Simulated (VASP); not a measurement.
Here is a VASP 6.6.1 calculation.

INCAR

```
PREC     = Accurate       # precision mode
ENCUT    = 520            # plane-wave cutoff, eV
EDIFF    = 1E-6           # SCF threshold, eV
ISMEAR   = 0              # smearing method
SIGMA    = 0.05           # smearing width, eV
LREAL    = False          # projectors in reciprocal space
LASPH    = True           # aspherical terms in the spheres
NELM     = 100            # most SCF steps
ALGO     = Normal         # electronic algorithm
ISIF     = 2              # what is computed and relaxed
LWAVE    = False          # write WAVECAR
LCHARG   = False          # write CHGCAR
GGA      = PE             # functional
NBANDS   = 21             # bands
```

Contents of KPOINTS:

```
regular mesh
0
Gamma
  18 18 10
```

The input POSCAR:

```
Ru
1.0
    2.7058000000      0.0000000000      0.0000000000
   -1.3529000000      2.3432915400      0.0000000000
    0.0000000000      0.0000000000      4.2819000000
Ru
2
Direct
    0.3333333300      0.6666666700      0.2500000000
    0.6666666700      0.3333333300      0.7500000000
```

Potentials or basis: VASP PAW PBE potentials, release 64 (Ru_pv).

Run with:

```bash
$ cat potpaw_PBE.64/Ru_pv/POTCAR > POTCAR
$ mpirun -np 1 vasp_std > vasp.out
```

(1) What does it give for the band gap on the k mesh?

(2) Predict the pressure.

Results:

(1) zero (band 14 reaches 14.33 eV, above the bottom of band 15 at 11.20 eV).

(2) 4.4 GPa.
